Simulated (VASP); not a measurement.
# SrCl2 (Immm) in VASP: further runs

Runs on SrCl2. Level: r2SCAN. Tasks: single point.

Program: VASP 6.6.1. These are calculated values, not measurements. Logs are shortened: lines on timing, memory, paths and dates and some standing lists are left out, and cuts for length are marked.

**1. The cell of the first run**

The structure is orthorhombic, space group Immm (No. 71). The conventional cell has a = 4.560 Å, b = 5.299 Å, c = 6.971 Å, α = 90.00°, β = 90.00°, γ = 90.00°. Within 3.8 Å of Sr (site symmetry mmm) lie 8 Cl at 2.87 to 3.17 Å. Within 3.8 Å of Cl (site symmetry mm2) lie 4 Sr at 2.87 to 3.17 Å and 6 Cl at 3.49 to 3.50 Å.

**2. Single point, r2SCAN (strain -0.1500 x Voigt [0, 0, 0, 0, 1, 0])**

Contents of POSCAR:

```
SrCl2
1.0
   -0.2614125000      3.4855000000      3.4855000000
    3.2240875000      0.0000000000      3.2240875000
    3.4855000000      3.4855000000     -0.2614125000
Sr Cl
1 2
Direct
    0.0000000000      0.0000000000      0.0000000000
    0.2500000000      0.2500000000      0.2500000000
    0.7500000000      0.7500000000      0.7500000000
```

Contents of INCAR.step1:

```
PREC = Accurate
ENCUT = 520
ISMEAR = 0
SIGMA = 0.05
LREAL = F
LASPH = T
NELM = 80
NBANDS = 19
GGA = PE
ALGO = Normal
EDIFF = 1E-4
LWAVE = T
LCHARG = F
```

Contents of INCAR.step2:

```
PREC = Accurate
ENCUT = 520
EDIFF = 1E-6
ISMEAR = 0
SIGMA = 0.05
LREAL = F
LASPH = T
NELM = 80
ALGO = Normal
ISIF = 2
LWAVE = F
LCHARG = F
METAGGA = R2SCAN
LMIXTAU = T
NBANDS = 19
ISTART = 1
```

Contents of KPOINTS:

```
Automatic mesh
0
Gamma
  6 6 6
```

Potentials or basis: VASP PAW PBE potentials, release 64 (Sr_sv, Cl).

On the command line:

```bash
$ cat potpaw_PBE.64/Sr_sv/POTCAR potpaw_PBE.64/Cl/POTCAR > POTCAR
$ cp INCAR.step1 INCAR
$ mpirun -np 1 vasp_std > vasp.out
$ cp INCAR.step2 INCAR
$ mpirun -np 1 vasp_std > vasp.out
```

OUTCAR:

```text
PREC = Accurate
   ENCUT = 520
   EDIFF = 1E-6
   ISMEAR = 0
   LREAL = F
   LASPH = T
   NELM = 80
   ISIF = 2
   METAGGA = R2SCAN
   ISTART = 1

 ion  position               nearest neighbor table
   1  0.000  0.000  0.000-   3 2.87   2 2.87   3 2.87   2 2.87   2 3.17   3 3.17   3 3.17   2 3.17

   2  0.250  0.250  0.250-   1 2.87   1 2.87   1 3.17   1 3.17
   3  0.750  0.750  0.750-   1 2.87   1 2.87   1 3.17   1 3.17

  LATTYP: Found a body centered orthorhombic cell.
 ALAT       =     4.5595482688
 B/A-ratio  =     1.1621621622
 C/A-ratio  =     1.5288795269

  Lattice vectors:

 A1 = (   3.4855000000,  -3.4855000000,  -0.2614125000)
 A2 = (  -3.4855000000,  -3.4855000000,   0.2614125000)
 A3 = (   0.2614125000,   3.4855000000,  -3.4855000000)

Analysis of symmetry for initial positions (statically):
=====================================================================
 Subroutine PRICEL returns:
 Original cell was already a primitive cell.

 Routine SETGRP: Setting up the symmetry group for a
 body centered orthorhombic supercell.

 Subroutine GETGRP returns: Found  8 space group operations
 (whereof  8 operations were pure point group operations)
 out of a pool of  8 trial point group operations.

The static configuration has the point symmetry D_2h.

Analysis of symmetry for dynamics (positions and initial velocities):
=====================================================================
 Subroutine PRICEL returns:
 Original cell was already a primitive cell.

 Routine SETGRP: Setting up the symmetry group for a
 body centered orthorhombic supercell.

 Subroutine GETGRP returns: Found  8 space group operations
 (whereof  8 operations were pure point group operations)
 out of a pool of  8 trial point group operations.

The dynamic configuration has the point symmetry D_2h.

 Subroutine INISYM returns: Found  8 space group operations
 (whereof  8 operations are pure point group operations),
 and found     1 'primitive' translations

----------------------------------------------------------------------------------------

                                     Primitive cell

  volume of cell :      84.2123

  direct lattice vectors                    reciprocal lattice vectors
    -0.261412500  3.485500000  3.485500000    -0.133443202  0.143451442  0.133443202
     3.224087500  0.000000000  3.224087500     0.155082640 -0.143451442  0.155082640
     3.485500000  3.485500000 -0.261412500     0.133443202  0.143451442 -0.133443202

  length of vectors
     4.936168250  4.559548269  4.936168250     0.237049556  0.262067866  0.237049556

  position of ions in fractional coordinates (direct lattice)
     0.000000000  0.000000000  0.000000000
     0.250000000  0.250000000  0.250000000
     0.750000000  0.750000000  0.750000000

  ion indices of the primitive-cell ions
   primitive index   ion index
                 1           1
                 2           2
                 3           3

----------------------------------------------------------------------------------------

 KPOINTS: Automatic mesh

Automatic generation of k-mesh.
 Grid dimensions read from file:
 generate k-points for:    6    6    6

 Generating k-lattice:

  Cartesian coordinates                     Fractional coordinates (reciprocal lattice)
    -0.022240534  0.023908574  0.022240534     0.166666667  0.000000000 -0.000000000
     0.025847107 -0.023908574  0.025847107     0.000000000  0.166666667  0.000000000
     0.022240534  0.023908574 -0.022240534    -0.000000000  0.000000000  0.166666667

  Length of vectors
     0.039508259  0.043677978  0.039508259

  Shift w.r.t. Gamma in fractional coordinates (k-lattice)
     0.000000000  0.000000000  0.000000000

 Subroutine IBZKPT returns following result:
 ===========================================

 Found     46 irreducible k-points:

 Following reciprocal coordinates:
            Coordinates               Weight
  0.000000  0.000000  0.000000      1.000000
  0.166667  0.000000 -0.000000      4.000000
  0.333333  0.000000 -0.000000      4.000000
  0.500000  0.000000 -0.000000      2.000000
  0.000000  0.166667 -0.000000      4.000000
  0.166667  0.166667 -0.000000      4.000000
[... 16 lines left out ...]
  0.500000  0.000000  0.166667      4.000000
 -0.333333  0.000000  0.166667      4.000000
 [... further k-points ...]
   k-points           NKPTS =     46   k-points in BZ     NKDIM =     46   number of bands    NBANDS=     19
   number of dos      NEDOS =    301   number of ions     NIONS =      3
   total plane-waves  NPLWV =  57600
   dimension x,y,z NGX =    40 NGY =   36 NGZ =   40
   dimension x,y,z NGXF=    80 NGYF=   72 NGZF=   80
   ions per type =               1   2
   NGX,Y,Z   is equivalent  to a cutoff of  13.47, 13.13, 13.47 a.u.
   NGXF,Y,Z  is equivalent  to a cutoff of  26.94, 26.25, 26.94 a.u.
 SYSTEM =  unknown system
   PREC   = accura    normal or accurate (medium, high low for compatibility)
   ISTART =      1    job   : 0-new  1-cont  2-samecut
   ICHARG =      0    charge: 1-file 2-atom 10-const
   ISPIN  =      1    spin polarized calculation?
   LNONCOLLINEAR =      F non collinear calculations
   LSORBIT =      F    spin-orbit coupling
   LASPH  =      T    aspherical Exc in radial PAW
   ENCUT  =  520.0 eV  38.22 Ry    6.18 a.u.   9.18  8.48  9.18*2*pi/ulx,y,z
   NELM   =     80;   NELMIN=  2; NELMDL=  0     # of ELM steps
   EDIFF  = 0.1E-05   stopping-criterion for ELM
   LREAL  =      F    real-space projection
   EDIFFG = 0.1E-04   stopping-criterion for IOM
   NSW    =      0    number of steps for IOM
   IBRION =     -1    ionic relax: 0-MD 1-quasi-New 2-CG
   NFREE  =      0    steps in history (QN), initial steepest desc. (CG)
   ISIF   =      2    stress and relaxation
   ISYM   =      2    0-nonsym 1-usesym 2-fastsym
   POTIM  = 0.5000    time-step for ionic-motion
   TEBEG  =    0.0;   TEEND  =   0.0 temperature during run
   PSTRESS=    0.0 pullay stress
   NELECT =      24.0000    total number of electrons
   NUPDOWN=      -1.0000    fix difference up-down
   EMIN   =  10.00;   EMAX   =-10.00  energy-range for DOS
   EFERMI =   0.00;   METHOD = LEGACY
   ISMEAR =     0;   SIGMA  =   0.05  broadening in eV -4-tet -1-fermi 0-gaus
   EFERMI_NEDOS =   21; number of points for ismear=-14 and -15
   IALGO  =     38    algorithm
   IMIX   =      4    mixing-type and parameters
     AMIX     =   0.40;   BMIX     =  1.00
     AMIX_MAG =   1.60;   BMIX_MAG =  1.00
  volume/ion in A,a.u.               =      28.07       189.43
  Fermi-wavevector in a.u.,A,eV,Ry     =   1.077342  2.035880 15.791805  1.160665
  Thomas-Fermi vector in A             =   2.213251
   LORBIT       =      0    0 simple, 1 ext, 2 COOP (PROOUT), +10 PAW based schemes
   METAGGA = R2SCAN    functional components
   LHFCALC =     F    Hartree Fock is set to
   AEXX    =    0.0000 exact exchange contribution
   IVDW    =     0    specifies the selected vdW correction
   LEPSILON=     F    determine dielectric tensor
   LRPA    =     F    only Hartree local field effects (RPA)
 non-spin polarized calculation
 Gauss-broadening in eV      SIGMA  =   0.05
  energy-cutoff  :      520.00
  volume of cell :       84.21
 maximum number of plane-waves:      2286
 NGX is ok and might be reduce to    40
   NGX = 19   NGY = 17   NGZ = 19

 number of electron      24.0000003 magnetization

 Free energy of the ion-electron system (eV)
  ---------------------------------------------------
  ext. energy  EPLUGINS =         0.00000000
  ---------------------------------------------------
  free energy    TOTEN  =       -35.58973073 eV

  energy without entropy =      -35.58973073  energy(sigma->0) =      -35.58973073

 E-fermi :   0.0552     XC(G=0):  -8.7965

 val. band max:       -0.2200158915   @ k =   0.5000   0.0000   0.5000
 cond. band min:       5.7913321704   @ k =   0.0000   0.0000   0.0000
 fundamental gap:      6.0113480619
 Fermi energy:         0.0551827161

 k-point     1 :       0.0000    0.0000    0.0000
  band No.  band energies     occupation
      1     -34.0456      2.00000
      2     -15.4956      2.00000
      3     -15.4468      2.00000
      4     -15.4219      2.00000
      5     -14.1030      2.00000
      6     -13.1555      2.00000
[... 11 lines left out ...]
     18       9.7251      0.00000
     19       9.8055      0.00000

 k-point     2 :       0.1667    0.0000   -0.0000
  band No.  band energies     occupation
      1     -34.0450      2.00000
      2     -15.5708      2.00000
      3     -15.4591      2.00000
      4     -15.4251      2.00000
      5     -13.9731      2.00000
      6     -13.1960      2.00000
[... 11 lines left out ...]
     18       9.6500      0.00000
     19      10.1342      0.00000

 k-point     3 :       0.3333    0.0000   -0.0000
  band No.  band energies     occupation
      1     -34.0437      2.00000
      2     -15.7142      2.00000
      3     -15.4540      2.00000
      4     -15.4315      2.00000
      5     -13.7718      2.00000
      6     -13.2502      2.00000
[... 11 lines left out ...]
     18       9.4378      0.00000
     19       9.7487      0.00000

 k-point     4 :       0.5000    0.0000   -0.0000
  band No.  band energies     occupation
      1     -34.0430      2.00000
      2     -15.7754      2.00000
      3     -15.4499      2.00000
      4     -15.4347      2.00000
      5     -13.7065      2.00000
      6     -13.2515      2.00000
[... 407 lines left out ...]
     18       9.3204      0.00000
     19       9.8421      0.00000

 k-point    23 :       0.5000    0.0000    0.1667
  band No.  band energies     occupation
      1     -34.0425      2.00000
      2     -15.7804      2.00000
      3     -15.4923      2.00000
      4     -15.4385      2.00000
      5     -13.6281      2.00000
      6     -13.2700      2.00000
[... 11 lines left out ...]
     18       9.3133      0.00000
     19       9.5992      0.00000

 k-point    24 :      -0.3333    0.0000    0.1667
  band No.  band energies     occupation
      1     -34.0430      2.00000
      2     -15.7093      2.00000
      3     -15.5341      2.00000
      4     -15.4348      2.00000
      5     -13.6866      2.00000
      6     -13.2461      2.00000
[... 11 lines left out ...]
     18       9.5326      0.00000
     19      10.0780      0.00000

 [... further k-points ...]

------------------------ aborting loop because EDIFF is reached ----------------------------------------

  FORCE on cell =-STRESS in cart. coord.  units (eV):
  Direction    XX          YY          ZZ          XY          YZ          ZX
  --------------------------------------------------------------------------------------
  -------------------------------------------------------------------------------------
  Total        0.7923479      0.9355376      0.7923479      0.0000000      0.0000000      1.4050982
  in kB       15.0747817     17.7990321     15.0747817      0.0000000      0.0000000     26.7326367
  external PRESSURE =      15.9828652 kB  Pullay stress =       0.0000000 kB

 VOLUME and BASIS-vectors are now :
 -----------------------------------------------------------------------------
  energy-cutoff  :      520.00
  volume of cell :       84.21
      direct lattice vectors                 reciprocal lattice vectors
    -0.261412500  3.485500000  3.485500000    -0.133443202  0.143451442  0.133443202
     3.224087500  0.000000000  3.224087500     0.155082640 -0.143451442  0.155082640
     3.485500000  3.485500000 -0.261412500     0.133443202  0.143451442 -0.133443202

 POSITION                                       TOTAL-FORCE (eV/Angst)
 -----------------------------------------------------------------------------------
      0.00000      0.00000      0.00000         0.000000     -0.000000     -0.000000
      1.61204      1.74275      1.61204        -0.000000      0.453508      0.000000
      4.83613      5.22825      4.83613        -0.000000     -0.453508     -0.000000
 -----------------------------------------------------------------------------------
    total drift:                               -0.000000     -0.000000      0.000000

  FREE ENERGIE OF THE ION-ELECTRON SYSTEM (eV)
  ---------------------------------------------------
  free  energy   TOTEN  =       -35.5897307257 eV

  energy  without entropy=      -35.5897307257  energy(sigma->0) =      -35.58973073
```

It took 5.9 min on 1 thread of Intel Xeon 8259CL, shared host; peak memory 0.28 GiB.

What came out:

```
Free energy            : -35.5897 eV
Pressure               : 1.6 GPa
Largest force          : 0.454 eV/Å
Band gap on the k mesh : 6.01 eV (least direct gap 6.08 eV)
```

Forces in eV/Å, atoms in the order of the input:
```
Sr   0.000  0.000  0.000
Cl   0.000  0.454  0.000
Cl   0.000 -0.454  0.000
```

Caveat: the cell differs from its parent crystal (strain -0.1500 x Voigt [0, 0, 0, 0, 1, 0]); the PAW data sets were made with another functional, which shifts forces and pressure a little. A k mesh can miss the band edges.

**3. Single point, r2SCAN (strain +0.1312 x Voigt [0, 0, 0, 0, 1, 0])**

Contents of POSCAR:

```
SrCl2
1.0
    0.2286488000      3.4855000000      3.4855000000
    3.7141488000      0.0000000000      3.7141488000
    3.4855000000      3.4855000000      0.2286488000
Sr Cl
1 2
Direct
    0.0000000000      0.0000000000      0.0000000000
    0.2500000000      0.2500000000      0.2500000000
    0.7500000000      0.7500000000      0.7500000000
```

Contents of INCAR.step1:

```
SYSTEM = SrCl2
PREC = Accurate
ENCUT = 520
ISMEAR = 0
SIGMA = 0.05
LREAL = .FALSE.
LASPH = .TRUE.
NELM = 80
NBANDS = 19
GGA = PE
ALGO = Normal
EDIFF = 1E-4
LWAVE = .TRUE.
LCHARG = .FALSE.
```

Contents of INCAR.step2:

```
SYSTEM = SrCl2
PREC = Accurate
ENCUT = 520
EDIFF = 1E-6
ISMEAR = 0
SIGMA = 0.05
LREAL = .FALSE.
LASPH = .TRUE.
NELM = 80
ALGO = Normal
ISIF = 2
LWAVE = .FALSE.
LCHARG = .FALSE.
METAGGA = R2SCAN
LMIXTAU = .TRUE.
NBANDS = 19
ISTART = 1
```

Contents of KPOINTS:

```
Automatic mesh
0
G
  6 6 6
  0 0 0
```

Potentials or basis: VASP PAW PBE potentials, release 64 (Sr_sv, Cl).

On the command line:

```bash
$ cat potpaw_PBE.64/Sr_sv/POTCAR potpaw_PBE.64/Cl/POTCAR > POTCAR
$ cp INCAR.step1 INCAR
$ mpirun -np 1 vasp_std > vasp.out
$ cp INCAR.step2 INCAR
$ mpirun -np 1 vasp_std > vasp.out
```

It took 7.9 min on 1 thread of Intel Xeon 8259CL, shared host; peak memory 0.29 GiB.

The run converged. Its results:

```yaml
Free_energy: -35.6155 eV
Pressure: 1.3 GPa
Largest_force: 0.389 eV/Å
Band_gap_on_the_k_mesh: 6.00 eV (least direct gap 6.06 eV)
```

Forces in eV/Å, atoms in the order of the input:
```
Sr   0.000  0.000  0.000
Cl   0.000 -0.389  0.000
Cl   0.000  0.389  0.000
```

Stress tensor (GPa, compression positive):
```
 1.25  0.00 -2.30
 0.00  1.46  0.00
-2.30  0.00  1.25
```

Levels at points of the mesh, in eV from the valence-band top:
```csv
k point,band 9,band 10,band 11,band 12,band 13,band 14,band 15,band 16
"(0.00, 0.00, 0.00)",-2.08,-0.41,-0.34,-0.24,6.00,6.69,6.81,8.97
"(0.50, 0.00, 0.00)",-1.52,-1.32,-1.11,-1.03,7.23,7.69,8.33,8.41
"(0.00, 0.50, 0.00)",-1.40,-1.36,-1.05,-0.95,7.09,7.48,8.10,8.28
"(0.50, 0.50, 0.00)",-1.88,-0.44,-0.43,-0.01,6.05,7.63,8.32,8.71
"(0.50, 0.00, 0.50)",-1.67,-0.70,-0.10,0.00,6.06,7.75,8.31,8.39
```

Caveat: the cell differs from its parent crystal (strain +0.1312 x Voigt [0, 0, 0, 0, 1, 0]); the PAW data sets were made with another functional, which shifts forces and pressure a little.

**4. Single point, r2SCAN (strain +0.1125 x Voigt [0, 0, 0, 0, 1, 0])**

Contents of POSCAR:

```
SrCl2
1.0
    0.1960593750      3.4855000000      3.4855000000
    3.6815593750      0.0000000000      3.6815593750
    3.4855000000      3.4855000000      0.1960593750
Sr Cl
1 2
Direct
    0.0000000000      0.0000000000      0.0000000000
    0.2500000000      0.2500000000      0.2500000000
    0.7500000000      0.7500000000      0.7500000000
```

Contents of INCAR.step1:

```
SYSTEM = SrCl2
ALGO = Normal ; EDIFF = 1E-4
ENCUT = 520 ; GGA = PE
ISMEAR = 0 ; LASPH = .TRUE.
LCHARG = .FALSE. ; LREAL = .FALSE.
LWAVE = .TRUE. ; NBANDS = 19
NELM = 80 ; PREC = Accurate
SIGMA = 0.05
```

Contents of INCAR.step2:

```
SYSTEM = SrCl2
ALGO = Normal ; EDIFF = 1E-6
ENCUT = 520 ; ISIF = 2
ISMEAR = 0 ; ISTART = 1
LASPH = .TRUE. ; LCHARG = .FALSE.
LMIXTAU = .TRUE. ; LREAL = .FALSE.
LWAVE = .FALSE. ; METAGGA = R2SCAN
NBANDS = 19 ; NELM = 80
PREC = Accurate ; SIGMA = 0.05
```

Contents of KPOINTS:

```
k-points
0
G
  6 6 6
  0 0 0
```

On the command line:

```bash
$ cat potpaw_PBE.64/Sr_sv/POTCAR potpaw_PBE.64/Cl/POTCAR > POTCAR
$ cp INCAR.step1 INCAR
$ mpirun -np 1 vasp_std > vasp.out
$ cp INCAR.step2 INCAR
$ mpirun -np 1 vasp_std > vasp.out
```

Wall time 7.7 min (1 thread of Intel Xeon 8259CL, shared host); peak memory 0.29 GiB.

Results (log left out):

| Item | Value |
| --- | --- |
| Free energy | -35.6372 eV |
| Pressure | 1.1 GPa |
| Largest force | 0.328 eV/Å |
| Band gap on the k mesh | 6.00 eV (least direct gap 6.04 eV) |

Forces in eV/Å, atoms in the order of the input:
```
Sr   0.000  0.000  0.000
Cl   0.000 -0.328  0.000
Cl   0.000  0.328  0.000
```

Stress tensor (GPa, compression positive):
```
 1.03  0.00 -1.94
 0.00  1.18  0.00
-1.94  0.00  1.03
```

Levels at points of the mesh, in eV from the valence-band top:
```
           k point  band 9  band 10  band 11  band 12  band 13  band 14  band 15  band 16
(0.00, 0.00, 0.00)   -2.09    -0.40    -0.34    -0.25     6.00     6.69     6.78     9.06
(0.50, 0.00, 0.00)   -1.52    -1.32    -1.11    -1.04     7.23     7.62     8.31     8.40
(0.00, 0.50, 0.00)   -1.41    -1.36    -1.05    -0.98     7.11     7.44     8.12     8.27
(0.50, 0.50, 0.00)   -1.89    -0.43    -0.42    -0.01     6.03     7.66     8.29     8.71
(0.50, 0.00, 0.50)   -1.71    -0.66    -0.14     0.00     6.05     7.76     8.29     8.42
```

Caveat: the cell differs from its parent crystal (strain +0.1125 x Voigt [0, 0, 0, 0, 1, 0]); the PAW data sets were made with another functional, which shifts forces and pressure a little. A k mesh can miss the band edges.

**5. Overview**

```tsv
cell	gap on the mesh (eV)	pressure (GPa)	largest force (eV/Å)
a = 4.936, b = 4.560 Å, angles 62.5, 64.9, 62.5°, 3 atoms	6.01	1.6	0.45
a = 4.935, b = 5.253 Å, angles 57.8, 55.6, 57.8°, 3 atoms	6.00	1.3	0.39
a = 4.933, b = 5.207 Å, angles 58.1, 56.3, 58.1°, 3 atoms	6.00	1.1	0.33
```

Alike in all rows: task single point; level r2SCAN; potentials or basis VASP PAW PBE potentials, release 64 (Sr_sv, Cl); no spin polarisation; k mesh 6 × 6 × 6; cutoff (eV) 520; smearing gaussian 0.05 eV.

Caveats: the PAW data sets were made with another functional, which shifts forces and pressure a little.

Total energies depend on the potentials used, so only differences within one code and one set of settings carry meaning.
